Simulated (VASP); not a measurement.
# La2HgBr2 (Cmmm) in VASP: single point with r2SCAN

Aim: the single point of La2HgBr2 with r2SCAN.

Everything below comes from runs of VASP 6.6.1. Logs are shortened: lines on timing, memory, paths and dates and some standing lists are left out, and cuts for length are marked.

## 1. The cell of the first run

Symmetry: Cmmm, No. 65, orthorhombic system. The conventional cell has a = 9.379 Å, b = 9.379 Å, c = 4.690 Å, α = 90.00°, β = 90.00°, γ = 90.00°. Hg (site symmetry mmm) has 2 Br at 2.34 Å within 3.1 Å. Br (site symmetry 2mm) has 1 Hg at 2.34 Å within 3.1 Å. La (site symmetry m2m) has 2 Hg at 3.32 Å and 8 Br at 4.06 Å within 4.4 Å.

## 2. Single point, r2SCAN

POSCAR reads:

```
La2HgBr2
1.0
    4.6896770000      4.6896770000      0.0000000000
    4.6896770000     -4.6896770000      0.0000000000
    0.0000000000      0.0000000000     -4.6896770000
Hg Br La
1 2 2
Direct
    0.0000000000      0.0000000000      0.0000000000
    0.2500000000      0.7500000000      0.0000000000
    0.7500000000      0.2500000000      0.0000000000
    0.2500000000      0.2500000000      0.5000000000
    0.7500000000      0.7500000000      0.5000000000
```

INCAR.step1 reads:

```
SYSTEM = La2HgBr2
PREC = Accurate
ENCUT = 520
ISMEAR = 1
SIGMA = 0.0122
LREAL = .FALSE.
LASPH = .TRUE.
NELM = 80
NBANDS = 32
GGA = PE
ALGO = Normal
EDIFF = 1E-4
LWAVE = .TRUE.
LCHARG = .FALSE.
```

INCAR.step2 reads:

```
SYSTEM = La2HgBr2
PREC = Accurate
ENCUT = 520
EDIFF = 1E-6
ISMEAR = 1
SIGMA = 0.0122
LREAL = .FALSE.
LASPH = .TRUE.
NELM = 80
ALGO = Normal
ISIF = 2
LWAVE = .FALSE.
LCHARG = .FALSE.
METAGGA = R2SCAN
LMIXTAU = .TRUE.
NBANDS = 32
ISTART = 1
```

KPOINTS reads:

```
Automatic mesh
0
G
  4 4 6
  0 0 0
```

Potentials or basis: VASP PAW PBE potentials, release 64 (Hg, Br, La).

Launch:

```sh
$ cat potpaw_PBE.64/Hg/POTCAR potpaw_PBE.64/Br/POTCAR potpaw_PBE.64/La/POTCAR > POTCAR
$ cp INCAR.step1 INCAR
$ mpirun -np 1 vasp_std > vasp.out
$ cp INCAR.step2 INCAR
$ mpirun -np 1 vasp_std > vasp.out
```

OUTCAR:

```text
SYSTEM = La2HgBr2
   PREC = Accurate
   ENCUT = 520
   EDIFF = 1E-6
   ISMEAR = 1
   LREAL = .FALSE.
   LASPH = .TRUE.
   NELM = 80
   ISIF = 2
   METAGGA = R2SCAN
   ISTART = 1

 ion  position               nearest neighbor table
   1  0.000  0.000  0.000-   2 2.34   3 2.34   4 3.32   5 3.32   4 3.32   5 3.32
   2  0.250  0.750  0.000-   1 2.34
   3  0.750  0.250  0.000-   1 2.34
   4  0.250  0.250  0.500-   1 3.32   1 3.32
   5  0.750  0.750  0.500-   1 3.32   1 3.32

  LATTYP: Found a simple tetragonal cell.
 ALAT       =     6.6322048165
 C/A-ratio  =     0.7071067812

  Lattice vectors:

 A1 = (   4.6896770000,   4.6896770000,   0.0000000000)
 A2 = (   4.6896770000,  -4.6896770000,   0.0000000000)
 A3 = (   0.0000000000,   0.0000000000,  -4.6896770000)

Analysis of symmetry for initial positions (statically):
=====================================================================
 Subroutine PRICEL returns:
 Original cell was already a primitive cell.

 Routine SETGRP: Setting up the symmetry group for a
 simple tetragonal supercell.

 Subroutine GETGRP returns: Found  8 space group operations
 (whereof  8 operations were pure point group operations)
 out of a pool of 16 trial point group operations.

The static configuration has the point symmetry D_2h.

Analysis of symmetry for dynamics (positions and initial velocities):
=====================================================================
 Subroutine PRICEL returns:
 Original cell was already a primitive cell.

 Routine SETGRP: Setting up the symmetry group for a
 simple tetragonal supercell.

 Subroutine GETGRP returns: Found  8 space group operations
 (whereof  8 operations were pure point group operations)
 out of a pool of 16 trial point group operations.

The dynamic configuration has the point symmetry D_2h.

 Subroutine INISYM returns: Found  8 space group operations
 (whereof  8 operations are pure point group operations),
 and found     1 'primitive' translations

----------------------------------------------------------------------------------------

                                     Primitive cell

  volume of cell :     206.2808

  direct lattice vectors                    reciprocal lattice vectors
     4.689677000  4.689677000  0.000000000     0.106617151  0.106617151  0.000000000
     4.689677000 -4.689677000  0.000000000     0.106617151 -0.106617151  0.000000000
     0.000000000  0.000000000 -4.689677000     0.000000000  0.000000000 -0.213234302

  length of vectors
     6.632204817  6.632204817  4.689677000     0.150779421  0.150779421  0.213234302

  position of ions in fractional coordinates (direct lattice)
     0.000000000  0.000000000  0.000000000
     0.250000000  0.750000000  0.000000000
     0.750000000  0.250000000  0.000000000
     0.250000000  0.250000000  0.500000000
     0.750000000  0.750000000  0.500000000

  ion indices of the primitive-cell ions
   primitive index   ion index
                 1           1
                 2           2
                 3           3
                 4           4
                 5           5

----------------------------------------------------------------------------------------

 KPOINTS: Automatic mesh

Automatic generation of k-mesh.
 Grid dimensions read from file:
 generate k-points for:    4    4    6

 Generating k-lattice:

  Cartesian coordinates                     Fractional coordinates (reciprocal lattice)
     0.026654288  0.026654288  0.000000000     0.250000000  0.000000000  0.000000000
     0.026654288 -0.026654288  0.000000000     0.000000000  0.250000000  0.000000000
     0.000000000  0.000000000 -0.035539050     0.000000000  0.000000000  0.166666667

  Length of vectors
     0.037694855  0.037694855  0.035539050

  Shift w.r.t. Gamma in fractional coordinates (k-lattice)
     0.000000000  0.000000000  0.000000000

 Subroutine IBZKPT returns following result:
 ===========================================

 Found     28 irreducible k-points:

 Following reciprocal coordinates:
            Coordinates               Weight
  0.000000  0.000000  0.000000      1.000000
  0.250000  0.000000  0.000000      4.000000
  0.500000  0.000000  0.000000      2.000000
  0.250000  0.250000  0.000000      2.000000
 -0.250000  0.250000  0.000000      2.000000
  0.500000  0.250000  0.000000      4.000000
[... 16 lines left out ...]
  0.250000  0.000000  0.500000      4.000000
  0.500000  0.000000  0.500000      2.000000
 [... further k-points ...]
   k-points           NKPTS =     28   k-points in BZ     NKDIM =     28   number of bands    NBANDS=     32
   number of dos      NEDOS =    301   number of ions     NIONS =      5
   total plane-waves  NPLWV =  90000
   dimension x,y,z NGX =    50 NGY =   50 NGZ =   36
   dimension x,y,z NGXF=   100 NGYF=  100 NGZF=   72
   ions per type =               1   2   2
   NGX,Y,Z   is equivalent  to a cutoff of  12.53, 12.53, 12.76 a.u.
   NGXF,Y,Z  is equivalent  to a cutoff of  25.07, 25.07, 25.52 a.u.
 SYSTEM =  La2HgBr2
   PREC   = accura    normal or accurate (medium, high low for compatibility)
   ISTART =      1    job   : 0-new  1-cont  2-samecut
   ICHARG =      0    charge: 1-file 2-atom 10-const
   ISPIN  =      1    spin polarized calculation?
   LNONCOLLINEAR =      F non collinear calculations
   LSORBIT =      F    spin-orbit coupling
   LASPH  =      T    aspherical Exc in radial PAW
   ENCUT  =  520.0 eV  38.22 Ry    6.18 a.u.  12.33 12.33  8.72*2*pi/ulx,y,z
   NELM   =     80;   NELMIN=  2; NELMDL=  0     # of ELM steps
   EDIFF  = 0.1E-05   stopping-criterion for ELM
   LREAL  =      F    real-space projection
   EDIFFG = 0.1E-04   stopping-criterion for IOM
   NSW    =      0    number of steps for IOM
   IBRION =     -1    ionic relax: 0-MD 1-quasi-New 2-CG
   NFREE  =      0    steps in history (QN), initial steepest desc. (CG)
   ISIF   =      2    stress and relaxation
   ISYM   =      2    0-nonsym 1-usesym 2-fastsym
   POTIM  = 0.5000    time-step for ionic-motion
   TEBEG  =    0.0;   TEEND  =   0.0 temperature during run
   PSTRESS=    0.0 pullay stress
   NELECT =      48.0000    total number of electrons
   NUPDOWN=      -1.0000    fix difference up-down
   EMIN   =  10.00;   EMAX   =-10.00  energy-range for DOS
   EFERMI =   0.00;   METHOD = LEGACY
   ISMEAR =     1;   SIGMA  =   0.01  broadening in eV -4-tet -1-fermi 0-gaus
   EFERMI_NEDOS =   21; number of points for ismear=-14 and -15
   IALGO  =     38    algorithm
   IMIX   =      4    mixing-type and parameters
     AMIX     =   0.40;   BMIX     =  1.00
     AMIX_MAG =   1.60;   BMIX_MAG =  1.00
  volume/ion in A,a.u.               =      41.26       278.41
  Fermi-wavevector in a.u.,A,eV,Ry     =   1.006937  1.902835 13.795249  1.013922
  Thomas-Fermi vector in A             =   2.139711
   LORBIT       =      0    0 simple, 1 ext, 2 COOP (PROOUT), +10 PAW based schemes
   METAGGA = R2SCAN    functional components
   LHFCALC =     F    Hartree Fock is set to
   AEXX    =    0.0000 exact exchange contribution
   IVDW    =     0    specifies the selected vdW correction
   LEPSILON=     F    determine dielectric tensor
   LRPA    =     F    only Hartree local field effects (RPA)
 non-spin polarized calculation
 Methfessel and Paxton  Order N= 1 SIGMA  =   0.01
  energy-cutoff  :      520.00
  volume of cell :      206.28
 maximum number of plane-waves:      5596
 NGX is ok and might be reduce to    50
   NGX = 25   NGY = 25   NGZ = 17

 number of electron      48.0000002 magnetization

 Free energy of the ion-electron system (eV)
  ---------------------------------------------------
  ext. energy  EPLUGINS =         0.00000000
  ---------------------------------------------------
  free energy    TOTEN  =      -134.32653666 eV

  energy without entropy =     -134.32667745  energy(sigma->0) =     -134.32658359

 E-fermi :   4.1868     XC(G=0):  -8.5231

 val. band max:        4.1829155402   @ k =   0.5000   0.0000   0.5000
 cond. band min:       4.1940597867   @ k =   0.2500   0.0000   0.1667
 fundamental gap:      0.0111442465
 Fermi energy:         4.1867574411

 k-point     1 :       0.0000    0.0000    0.0000
  band No.  band energies     occupation
      1     -31.3707      2.00000
      2     -31.3627      2.00000
      3     -14.6458      2.00000
      4     -14.6316      2.00000
      5     -14.5661      2.00000
      6     -14.5334      2.00000
[... 24 lines left out ...]
     31       4.9363      0.00000
     32       4.9444      0.00000

 k-point     2 :       0.2500    0.0000    0.0000
  band No.  band energies     occupation
      1     -31.3695      2.00000
      2     -31.3639      2.00000
      3     -14.6385      2.00000
      4     -14.6226      2.00000
      5     -14.5826      2.00000
      6     -14.5510      2.00000
[... 24 lines left out ...]
     31       4.9377      0.00000
     32       4.9536      0.00000

 k-point     3 :       0.5000    0.0000    0.0000
  band No.  band energies     occupation
      1     -31.3670      2.00000
      2     -31.3664      2.00000
      3     -14.6219      2.00000
      4     -14.6143      2.00000
      5     -14.6000      2.00000
      6     -14.5754      2.00000
[... 24 lines left out ...]
     31       4.9212      0.00000
     32       4.9372      0.00000

 k-point     4 :       0.2500    0.2500    0.0000
  band No.  band energies     occupation
      1     -31.3686      2.00000
      2     -31.3648      2.00000
      3     -14.6615      2.00000
      4     -14.6134      2.00000
      5     -14.5728      2.00000
      6     -14.5628      2.00000
[... 24 lines left out ...]
     31       4.9404      0.00000
     32       4.9445      0.00000

 k-point     5 :      -0.2500    0.2500    0.0000
  band No.  band energies     occupation
      1     -31.3688      2.00000
      2     -31.3646      2.00000
      3     -14.6531      2.00000
      4     -14.6237      2.00000
      5     -14.6029      2.00000
      6     -14.5299      2.00000
[... 584 lines left out ...]
     31       4.9574      0.00000
     32       4.9709      0.00000

 k-point    22 :       0.0000    0.0000    0.5000
  band No.  band energies     occupation
      1     -31.3665      2.00000
      2     -31.3594      2.00000
      3     -14.6495      2.00000
      4     -14.6360      2.00000
      5     -14.6050      2.00000
      6     -14.5781      2.00000
[... 24 lines left out ...]
     31       4.9410      0.00000
     32       4.9417      0.00000

 k-point    23 :       0.2500    0.0000    0.5000
  band No.  band energies     occupation
      1     -31.3654      2.00000
      2     -31.3604      2.00000
      3     -14.6357      2.00000
      4     -14.6253      2.00000
      5     -14.5953      2.00000
      6     -14.5827      2.00000
[... 24 lines left out ...]
     31       4.9507      0.00000
     32       4.9661      0.00000

 k-point    24 :       0.5000    0.0000    0.5000
  band No.  band energies     occupation
      1     -31.3630      2.00000
      2     -31.3629      2.00000
      3     -14.6166      2.00000
      4     -14.5993      2.00000
      5     -14.5983      2.00000
      6     -14.5925      2.00000
[... 24 lines left out ...]
     31       4.9484      0.00000
     32       4.9735      0.00000

 [... further k-points ...]

------------------------ aborting loop because EDIFF is reached ----------------------------------------

  FORCE on cell =-STRESS in cart. coord.  units (eV):
  Direction    XX          YY          ZZ          XY          YZ          ZX
  --------------------------------------------------------------------------------------
  -------------------------------------------------------------------------------------
  Total       -6.6484606     22.0857650     -7.7013907      0.0000000      0.0000000      0.0000000
  in kB      -51.6384135    171.5395385    -59.8164932      0.0000000      0.0000000      0.0000000
  external PRESSURE =      20.0282106 kB  Pullay stress =       0.0000000 kB

 VOLUME and BASIS-vectors are now :
 -----------------------------------------------------------------------------
  energy-cutoff  :      520.00
  volume of cell :      206.28
      direct lattice vectors                 reciprocal lattice vectors
     4.689677000  4.689677000  0.000000000     0.106617151  0.106617151  0.000000000
     4.689677000 -4.689677000  0.000000000     0.106617151 -0.106617151  0.000000000
     0.000000000  0.000000000 -4.689677000     0.000000000  0.000000000 -0.213234302

 POSITION                                       TOTAL-FORCE (eV/Angst)
 -----------------------------------------------------------------------------------
      0.00000      0.00000      0.00000         0.000000     -0.000000      0.000000
      4.68968     -2.34484      0.00000         0.000000      6.014336      0.000000
      4.68968      2.34484      0.00000         0.000000     -6.014336      0.000000
      2.34484      0.00000     -2.34484         0.272727      0.000000     -0.000000
      7.03452      0.00000     -2.34484        -0.272727      0.000000      0.000000
 -----------------------------------------------------------------------------------
    total drift:                               -0.000000      0.000000     -0.000000

  FREE ENERGIE OF THE ION-ELECTRON SYSTEM (eV)
  ---------------------------------------------------
  free  energy   TOTEN  =      -134.3265366613 eV

  energy  without entropy=     -134.3266774493  energy(sigma->0) =     -134.32658359
```

Wall time 10 min (1 thread of Intel Xeon 6975P-C (Granite Rapids), shared host); peak memory 0.47 GiB.

Results:

```yaml
Free_energy: -134.3265 eV
Pressure: 2.0 GPa
Largest_force: 6.014 eV/Å
Band_gap_on_the_k_mesh: zero (bands 24 and 25 overlap by 0.47 eV)
```

Forces in eV/Å, atoms in the order of the input:
```
Hg   0.000  0.000  0.000
Br   0.000  6.014  0.000
Br   0.000 -6.014  0.000
La   0.273  0.000  0.000
La  -0.273  0.000  0.000
```

Levels at points of the mesh, in eV from the Fermi level:
| k point | band 21 | band 22 | band 23 | band 24 | band 25 | band 26 | band 27 | band 28 |
| --- | --- | --- | --- | --- | --- | --- | --- | --- |
| (0.00, 0.00, 0.00) | -4.04 | -1.75 | -1.33 | -0.91 | -0.23 | 0.05 | 0.09 | 0.70 |
| (0.50, 0.00, 0.00) | -4.13 | -0.96 | -0.33 | 0.01 | 0.14 | 0.30 | 0.33 | 0.37 |
| (0.50, 0.50, 0.00) | -4.13 | -0.71 | -0.37 | 0.10 | 0.30 | 0.50 | 0.65 | 0.68 |
| (0.00, 0.00, 0.50) | -4.63 | -0.79 | -0.32 | 0.24 | 0.28 | 0.65 | 0.69 | 0.72 |
| (0.50, 0.00, 0.50) | -4.36 | -0.67 | -0.11 | 0.00 | 0.31 | 0.32 | 0.47 | 0.71 |
| (0.50, 0.50, 0.50) | -4.03 | -1.38 | -1.00 | -0.65 | -0.06 | 0.11 | 0.65 | 0.68 |

Caveat: the PAW data sets were made with another functional, which shifts forces and pressure a little; spin-orbit coupling is left out, which moves the levels of the heavy elements.
